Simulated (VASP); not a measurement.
# Cr in VASP: notebook

The runs below take Cr through single point, with PBE.

Everything below comes from runs of VASP 6.6.1. Logs are shortened: lines on timing, memory, paths and dates and some standing lists are left out, and cuts for length are marked.

**1. The cell of the first run**

The typed cell holds 1 atom: a = 3.893 Å, b = 3.893 Å, c = 2.403 Å, α = 35.93°, β = 144.07°, γ = 120.00°.

**2. Single point, PBE**

INCAR reads:

```
ALGO = Normal
EDIFF = 1E-6
ENCUT = 500
GGA = PE
GGA_COMPAT = False
ISIF = 2
ISMEAR = 0
LASPH = True
LCHARG = False
LREAL = False
LWAVE = False
NBANDS = 12
NELM = 120
PREC = Accurate
SIGMA = 0.1
```

KPOINTS reads:

```
k-points
0
Gamma
  9 9 39
```

POSCAR reads:

```
Cr
1.0
    3.8927050841      0.0000002572      0.0018624397
   -1.9463523193      3.3711816209     -0.0018624397
   -1.9459427478      1.1234905693      0.8510549841
Cr
1
Direct
    0.0000000000      0.0000000000      0.0000000000
```

Potentials or basis: VASP PAW PBE potentials, release 64 (Cr_pv).

On the command line:

```bash
cat potpaw_PBE.64/Cr_pv/POTCAR > POTCAR
mpirun -np 1 vasp_std > vasp.out
```

OUTCAR:

```text
EDIFF = 1E-6
   ENCUT = 500
   GGA = PE
   ISIF = 2
   ISMEAR = 0
   LASPH = True
   LREAL = False
   NELM = 120
   PREC = Accurate

 ion  position               nearest neighbor table
   1  0.000  0.000  0.000-

  LATTYP: Found a base centered monoclinic cell.
 ALAT       =     2.8222645361
 B/A-ratio  =     1.3792844291
 C/A-ratio  =     0.8513561760
 COS(beta)  =    -0.5309315027

  Lattice vectors:

 A1 = (   0.0004095715,  -2.2476910516,   0.8529174238)
 A2 = (   1.9467623363,   1.1234908265,   0.8529174238)
 A3 = (  -1.9459427478,   1.1234905693,   0.8510549841)

Analysis of symmetry for initial positions (statically):
=====================================================================
 Subroutine PRICEL returns:
 Original cell was already a primitive cell.

 Routine SETGRP: Setting up the symmetry group for a
 base centered monoclinic supercell.

 Subroutine GETGRP returns: Found  4 space group operations
 (whereof  4 operations were pure point group operations)
 out of a pool of  4 trial point group operations.

The static configuration has the point symmetry C_2h.

Analysis of symmetry for dynamics (positions and initial velocities):
=====================================================================
 Subroutine PRICEL returns:
 Original cell was already a primitive cell.

 Routine SETGRP: Setting up the symmetry group for a
 base centered monoclinic supercell.

 Subroutine GETGRP returns: Found  4 space group operations
 (whereof  4 operations were pure point group operations)
 out of a pool of  4 trial point group operations.

The dynamic configuration has the point symmetry C_2h.

 Subroutine INISYM returns: Found  4 space group operations
 (whereof  4 operations are pure point group operations),
 and found     1 'primitive' translations

----------------------------------------------------------------------------------------

                                     Primitive cell

  volume of cell :      11.1847

  direct lattice vectors                    reciprocal lattice vectors
     3.892705084  0.000000257  0.001862440     0.256703679  0.148423937  0.391017942
    -1.946352319  3.371181621 -0.001862440     0.000187060  0.296523875 -0.391017942
    -1.945942748  1.123490569  0.851054984    -0.000561358  0.000324100  1.173300814

  length of vectors
     3.892705530  3.892705530  2.402752343     0.490735646  0.490735646  1.173300993

  position of ions in fractional coordinates (direct lattice)
     0.000000000  0.000000000  0.000000000

  ion indices of the primitive-cell ions
   primitive index   ion index
                 1           1

----------------------------------------------------------------------------------------

 KPOINTS: k-points

Automatic generation of k-mesh.
 Grid dimensions read from file:
 generate k-points for:    9    9   39

 Generating k-lattice:

  Cartesian coordinates                     Fractional coordinates (reciprocal lattice)
     0.028522631  0.016491549  0.043446438     0.111111111 -0.000000000 -0.000000000
     0.000020784  0.032947097 -0.043446438    -0.000000000  0.111111111 -0.000000000
    -0.000014394  0.000008310  0.030084636    -0.000000000  0.000000000  0.025641026

  Length of vectors
     0.054526183  0.054526183  0.030084641

  Shift w.r.t. Gamma in fractional coordinates (k-lattice)
     0.000000000  0.000000000  0.000000000

 Subroutine IBZKPT returns following result:
 ===========================================

 Found    880 irreducible k-points:

 Following reciprocal coordinates:
            Coordinates               Weight
  0.000000  0.000000  0.000000      1.000000
  0.111111  0.000000  0.000000      4.000000
  0.222222  0.000000  0.000000      4.000000
  0.333333  0.000000 -0.000000      4.000000
  0.444444  0.000000  0.000000      4.000000
  0.111111  0.111111 -0.000000      2.000000
[... 16 lines left out ...]
 -0.333333  0.333333 -0.000000      2.000000
  0.444444  0.444444  0.000000      2.000000
 [... further k-points ...]
   k-points           NKPTS =    880   k-points in BZ     NKDIM =    880   number of bands    NBANDS=     12
   number of dos      NEDOS =    301   number of ions     NIONS =      1
   total plane-waves  NPLWV =  14112
   dimension x,y,z NGX =    28 NGY =   28 NGZ =   18
   dimension x,y,z NGXF=    56 NGYF=   56 NGZF=   36
   ions per type =               1
   NGX,Y,Z   is equivalent  to a cutoff of  11.96, 11.96, 12.45 a.u.
   NGXF,Y,Z  is equivalent  to a cutoff of  23.92, 23.92, 24.91 a.u.
 SYSTEM =  unknown system
   PREC   = accura    normal or accurate (medium, high low for compatibility)
   ISTART =      0    job   : 0-new  1-cont  2-samecut
   ICHARG =      2    charge: 1-file 2-atom 10-const
   ISPIN  =      1    spin polarized calculation?
   LNONCOLLINEAR =      F non collinear calculations
   LSORBIT =      F    spin-orbit coupling
   LASPH  =      T    aspherical Exc in radial PAW
   ENCUT  =  500.0 eV  36.75 Ry    6.06 a.u.   7.10  7.10  4.38*2*pi/ulx,y,z
   NELM   =    120;   NELMIN=  2; NELMDL= -5     # of ELM steps
   EDIFF  = 0.1E-05   stopping-criterion for ELM
   LREAL  =      F    real-space projection
   EDIFFG = 0.1E-04   stopping-criterion for IOM
   NSW    =      0    number of steps for IOM
   IBRION =     -1    ionic relax: 0-MD 1-quasi-New 2-CG
   NFREE  =      0    steps in history (QN), initial steepest desc. (CG)
   ISIF   =      2    stress and relaxation
   ISYM   =      2    0-nonsym 1-usesym 2-fastsym
   POTIM  = 0.5000    time-step for ionic-motion
   TEBEG  =    0.0;   TEEND  =   0.0 temperature during run
   PSTRESS=    0.0 pullay stress
   NELECT =      12.0000    total number of electrons
   NUPDOWN=      -1.0000    fix difference up-down
   EMIN   =  10.00;   EMAX   =-10.00  energy-range for DOS
   EFERMI =   0.00;   METHOD = LEGACY
   ISMEAR =     0;   SIGMA  =   0.10  broadening in eV -4-tet -1-fermi 0-gaus
   EFERMI_NEDOS =   21; number of points for ismear=-14 and -15
   IALGO  =     38    algorithm
   IMIX   =      4    mixing-type and parameters
     AMIX     =   0.40;   BMIX     =  1.00
     AMIX_MAG =   1.60;   BMIX_MAG =  1.00
  volume/ion in A,a.u.               =      11.18        75.48
  Fermi-wavevector in a.u.,A,eV,Ry     =   1.675948  3.167082 38.216057  2.808801
  Thomas-Fermi vector in A             =   2.760477
   LORBIT       =      0    0 simple, 1 ext, 2 COOP (PROOUT), +10 PAW based schemes
   GGA     = PE    functional components
   LHFCALC =     F    Hartree Fock is set to
   AEXX    =    0.0000 exact exchange contribution
   IVDW    =     0    specifies the selected vdW correction
   LEPSILON=     F    determine dielectric tensor
   LRPA    =     F    only Hartree local field effects (RPA)
 non-spin polarized calculation
 Gauss-broadening in eV      SIGMA  =   0.10
  energy-cutoff  :      500.00
  volume of cell :       11.18
 maximum number of plane-waves:       297
   NGX = 13   NGY = 13   NGZ =  9

 number of electron      11.9999998 magnetization

 Free energy of the ion-electron system (eV)
  ---------------------------------------------------
  ext. energy  EPLUGINS =         0.00000000
  ---------------------------------------------------
  free energy    TOTEN  =        -9.48531020 eV

  energy without entropy =       -9.48243477  energy(sigma->0) =       -9.48387248

 E-fermi :  11.4682     XC(G=0): -13.8581

 val. band max:       11.4655411286   @ k =   0.3333  -0.4444   0.2821
 cond. band min:      11.4685986991   @ k =   0.4444   0.1111   0.0513
 fundamental gap:      0.0030575705
 Fermi energy:        11.4681647591

 k-point     1 :       0.0000    0.0000    0.0000
  band No.  band energies     occupation
      1     -31.3207      2.00000
      2     -31.1929      2.00000
      3     -31.1908      2.00000
      4       3.4754      2.00000
      5      10.1499      2.00000
      6      10.1501      2.00000
      7      11.0362      2.00000
      8      12.6961      0.00000
      9      12.7026      0.00000
     10      18.5778      0.00000
     11      33.3488      0.00000
     12      33.3757      0.00000

 k-point     2 :       0.1111    0.0000    0.0000
  band No.  band energies     occupation
      1     -31.4065      2.00000
      2     -31.2547      2.00000
      3     -31.1930      2.00000
      4       3.9985      2.00000
      5       9.9809      2.00000
      6      10.1785      2.00000
      7      11.2411      1.99868
      8      12.5652      0.00000
      9      12.7201      0.00000
     10      18.5777      0.00000
     11      32.1692      0.00000
     12      33.4777      0.00000

 k-point     3 :       0.2222    0.0000    0.0000
  band No.  band energies     occupation
      1     -31.6835      2.00000
      2     -31.3458      2.00000
      3     -31.1970      2.00000
      4       5.3528      2.00000
      5       9.5599      2.00000
      6      10.0001      2.00000
      7      12.0476      0.00000
      8      12.4896      0.00000
      9      12.8099      0.00000
     10      18.5773      0.00000
     11      28.9568      0.00000
     12      32.4893      0.00000
[... 286 lines left out ...]
 k-point    23 :      -0.3333    0.3333   -0.0000
  band No.  band energies     occupation
      1     -31.9767      2.00000
      2     -31.9033      2.00000
      3     -31.3131      2.00000
      4       8.3952      2.00000
      5       8.9044      2.00000
      6       9.5624      2.00000
      7      12.9072      0.00000
      8      13.0457      0.00000
      9      18.5711      0.00000
     10      19.8137      0.00000
     11      20.4583      0.00000
     12      23.1238      0.00000

 k-point    24 :       0.4444    0.4444    0.0000
  band No.  band energies     occupation
      1     -32.2608      2.00000
      2     -31.6260      2.00000
      3     -31.2486      2.00000
      4       6.8456      2.00000
      5       8.9622      2.00000
      6      12.3984      0.00000
      7      12.7981      0.00000
      8      12.8372      0.00000
      9      14.3932      0.00000
     10      18.5739      0.00000
     11      22.8235      0.00000
     12      28.1577      0.00000

 [... further k-points ...]
[... 5 lines left out ...]
  --------------------------------------------------------------------------------------
  -------------------------------------------------------------------------------------
  Total        0.9444980      0.9421636     -0.0318466     -0.0020216     -0.0005059      0.0008763
  in kB      135.2967340    134.9623397     -4.5619387     -0.2895939     -0.0724754      0.1255316
  external PRESSURE =      88.5657117 kB  Pullay stress =       0.0000000 kB

 VOLUME and BASIS-vectors are now :
 -----------------------------------------------------------------------------
  energy-cutoff  :      500.00
  volume of cell :       11.18
      direct lattice vectors                 reciprocal lattice vectors
     3.892705084  0.000000257  0.001862440     0.256703679  0.148423937  0.391017942
    -1.946352319  3.371181621 -0.001862440     0.000187060  0.296523875 -0.391017942
    -1.945942748  1.123490569  0.851054984    -0.000561358  0.000324100  1.173300814

 POSITION                                       TOTAL-FORCE (eV/Angst)
 -----------------------------------------------------------------------------------
      0.00000      0.00000      0.00000        -0.000000      0.000000      0.000000
 -----------------------------------------------------------------------------------
    total drift:                               -0.000000     -0.000000     -0.000000

  FREE ENERGIE OF THE ION-ELECTRON SYSTEM (eV)
  ---------------------------------------------------
  free  energy   TOTEN  =        -9.4853101967 eV

  energy  without entropy=       -9.4824347702  energy(sigma->0) =       -9.48387248
```

Run time: 3.6 min. Hardware: 1 thread of Intel Xeon Platinum 8259CL at 2.50GHz (Skylake/Cascade Lake), shared host; peak memory 0.24 GiB.

Results:

| Property | Result |
| --- | --- |
| Free energy | -9.4853 eV |
| Pressure | 8.9 GPa |
| Band gap on the k mesh | zero (bands 6 and 7 overlap by 2.56 eV) |

Caveat: the stress differs along the axes, from -0 to 14 GPa; the run has no spin polarisation, though such a crystal can be magnetic. Spin polarisation is off, so any magnetic state and its effect on volume and gap are missing.

**3. Single point, PBE**

INCAR reads:

```
SYSTEM = Cr
PREC = Accurate ; ENCUT = 520
EDIFF = 1E-7 ; ISMEAR = 0
SIGMA = 0.1 ; LREAL = .FALSE.
LASPH = .TRUE. ; NELM = 60
ALGO = Fast ; ISIF = 2
LWAVE = .FALSE. ; LCHARG = .TRUE.
GGA = PE ; LELF = .TRUE.
LVHAR = .TRUE. ; NBANDS = 12
ISYM = 0
```

KPOINTS reads:

```
regular mesh
0
G
  9 9 39
  0 0 0
```

POSCAR is that of step 2.

Potentials or basis: VASP PAW PBE potentials, release 64 (Cr_pv).

On the command line:

```bash
cat potpaw_PBE.64/Cr_pv/POTCAR > POTCAR
mpirun -np 1 vasp_std > vasp.out
```

It took 13 min on 1 thread of Intel Xeon 8259CL, shared host; peak memory 0.34 GiB.

The run converged. Its results:

* Free energy: -9.4855 eV
* Pressure: 9.1 GPa
* Band gap on the k mesh: zero (bands 6 and 7 overlap by 2.56 eV)

Stress tensor (GPa, compression positive):
```
13.81 -0.03  0.01
-0.03 13.77 -0.01
 0.01 -0.01 -0.18
```

Levels at points of the mesh, in eV from the Fermi level:
```
           k point  band 3  band 4  band 5  band 6  band 7  band 8  band 9  band 10
(0.00, 0.00, 0.00)  -42.66   -7.99   -1.32   -1.32   -0.43    1.23    1.23     7.11
```

Caveat: the stress differs along the axes, from -0 to 14 GPa; the run has no spin polarisation, though such a crystal can be magnetic. Spin polarisation is off, so any magnetic state and its effect on volume and gap are missing.

**4. Single point, PBE**

This run uses another cell than the first one, of 11.24 Å³/atom.

INCAR reads:

```
PREC     = Accurate       # precision mode
ENCUT    = 520            # plane-wave cutoff, eV
EDIFF    = 1E-7           # SCF threshold, eV
ISMEAR   = 0              # smearing method
SIGMA    = 0.1            # smearing width, eV
LREAL    = F              # projectors in reciprocal space
LASPH    = T              # aspherical terms in the spheres
NELM     = 80             # most SCF steps
ALGO     = Fast           # electronic algorithm
ISIF     = 2              # what is computed and relaxed
LWAVE    = F              # write WAVECAR
LCHARG   = F              # write CHGCAR
GGA      = PE             # functional
NBANDS   = 12             # bands
ISYM     = 0
```

KPOINTS reads:

```
regular mesh
0
Gamma
  9 9 39
```

POSCAR reads:

```
Cr
1.0
    3.8927055296      0.0000000000      0.0000000000
   -1.9463527648      3.3711818781      0.0000000000
   -1.9463527648      1.1237272927      0.8563601538
Cr
1
Direct
    0.0000000000      0.0000000000      0.0000000000
```

Potentials or basis: VASP PAW PBE potentials, release 64 (Cr_pv).

On the command line:

```bash
cat potpaw_PBE.64/Cr_pv/POTCAR > POTCAR
mpirun -np 1 vasp_std > vasp.out
```

OUTCAR:

```text
PREC = Accurate
   ENCUT = 520
   EDIFF = 1E-7
   ISMEAR = 0
   LREAL = F
   LASPH = T
   NELM = 80
   ISIF = 2
   GGA = PE
   ISYM = 0

 ion  position               nearest neighbor table
   1  0.000  0.000  0.000-

IMPORTANT INFORMATION: All symmetrisations will be switched off!
NOSYMM: (Re-)initialisation of all symmetry stuff for point group C_1.

----------------------------------------------------------------------------------------

                                     Primitive cell

[... 520 lines left out ...]
      7      12.5835      0.00000
      8      12.9023      0.00000
      9      13.1394      0.00000
     10      18.5046      0.00000
     11      24.8034      0.00000
     12      30.5458      0.00000

 [... further k-points ...]
[... 5 lines left out ...]
  --------------------------------------------------------------------------------------
  -------------------------------------------------------------------------------------
  Total        0.8954639      0.8918251     -0.1413965     -0.0031509     -0.0070205      0.0121601
  in kB      127.6640138    127.1452278    -20.1585418     -0.4492153     -1.0009013      1.7336344
  external PRESSURE =      78.2169000 kB  Pullay stress =       0.0000000 kB

 VOLUME and BASIS-vectors are now :
 -----------------------------------------------------------------------------
  energy-cutoff  :      520.00
  volume of cell :       11.24
      direct lattice vectors                 reciprocal lattice vectors
     3.892705530  0.000000000  0.000000000     0.256890739  0.148315937  0.389244329
    -1.946352765  3.371181878  0.000000000     0.000000000  0.296631875 -0.389244329
    -1.946352765  1.123727293  0.856360154     0.000000000  0.000000000  1.167732987

 POSITION                                       TOTAL-FORCE (eV/Angst)
 -----------------------------------------------------------------------------------
      0.00000      0.00000      0.00000        -0.000000      0.000000      0.000000
 -----------------------------------------------------------------------------------
    total drift:                               -0.000000      0.000000      0.000000

  FREE ENERGIE OF THE ION-ELECTRON SYSTEM (eV)
  ---------------------------------------------------
  free  energy   TOTEN  =        -9.4851342995 eV

  energy  without entropy=       -9.4822586656  energy(sigma->0) =       -9.48369648
```

OSZICAR:

```text
N       E                     dE             d eps       ncg     rms          rms(c)
DAV:   1     0.801422943149E+02    0.80142E+02   -0.71077E+03 38064   0.120E+03
DAV:   2    -0.987827953134E+01   -0.90021E+02   -0.86677E+02 38624   0.298E+02
DAV:   3    -0.110782255310E+02   -0.11999E+01   -0.11937E+01 41700   0.412E+01
DAV:   4    -0.110844136234E+02   -0.61881E-02   -0.61879E-02 40256   0.295E+00
DAV:   5    -0.110844864291E+02   -0.72806E-04   -0.72805E-04 41024   0.294E-01    0.133E+01
RMM:   6    -0.951002009301E+01    0.15745E+01   -0.37833E+00 40506   0.232E+01    0.182E+00
RMM:   7    -0.949498381294E+01    0.15036E-01   -0.61415E-02 42175   0.304E+00    0.102E+00
RMM:   8    -0.948553937785E+01    0.94444E-02   -0.78592E-03 43666   0.104E+00    0.228E-01
RMM:   9    -0.948514346762E+01    0.39591E-03   -0.21655E-03 43582   0.613E-01    0.558E-02
RMM:  10    -0.948513907611E+01    0.43915E-05   -0.18820E-04 46615   0.206E-01    0.146E-02
RMM:  11    -0.948513546455E+01    0.36116E-05   -0.34608E-05 45416   0.805E-02    0.372E-03
RMM:  12    -0.948513395994E+01    0.15046E-05   -0.38167E-06 45752   0.282E-02    0.295E-03
RMM:  13    -0.948513425841E+01   -0.29847E-06   -0.14099E-06 36143   0.161E-02    0.137E-03
RMM:  14    -0.948513429948E+01   -0.41069E-07   -0.26712E-07 29593   0.672E-03
   1 F= -.94851343E+01 E0= -.94836965E+01  d E =-.287563E-02
```

Wall time 10 min (1 thread of Intel Xeon 8259CL, shared host); peak memory 0.34 GiB.

Results:

```
Free energy            : -9.4851 eV
Pressure               : 7.8 GPa
Band gap on the k mesh : zero (bands 6 and 7 overlap by 2.50 eV)
```

Caveat: the stress differs along the axes, from -2 to 13 GPa; the run has no spin polarisation, though such a crystal can be magnetic.

**5. Summary**

```tsv
cell	cutoff (eV)	gap on the mesh (eV)	pressure (GPa)
a = 3.893, b = 3.893, c = 2.403 Å, angles 35.9, 144.1, 120.0°, 1 atom	500	none	8.9
a = 3.893, b = 3.893, c = 2.403 Å, angles 35.9, 144.1, 120.0°, 1 atom	520	none	9.1
a = 3.893, b = 3.893, c = 2.405 Å, angles 36.0, 144.0, 120.0°, 1 atom	520	none	7.8
```

Alike in all rows: task single point; level PBE; potentials or basis VASP PAW PBE potentials, release 64 (Cr_pv); no spin polarisation; k mesh 9 × 9 × 39; smearing gaussian 0.1 eV.

Caveats: the run has no spin polarisation, though such a crystal can be magnetic; the stress differs along the axes, from -0 to 14 GPa (at least some runs); the stress differs along the axes, from -2 to 13 GPa (at least some runs).

Absolute energies hang on the potentials; compare differences alone.
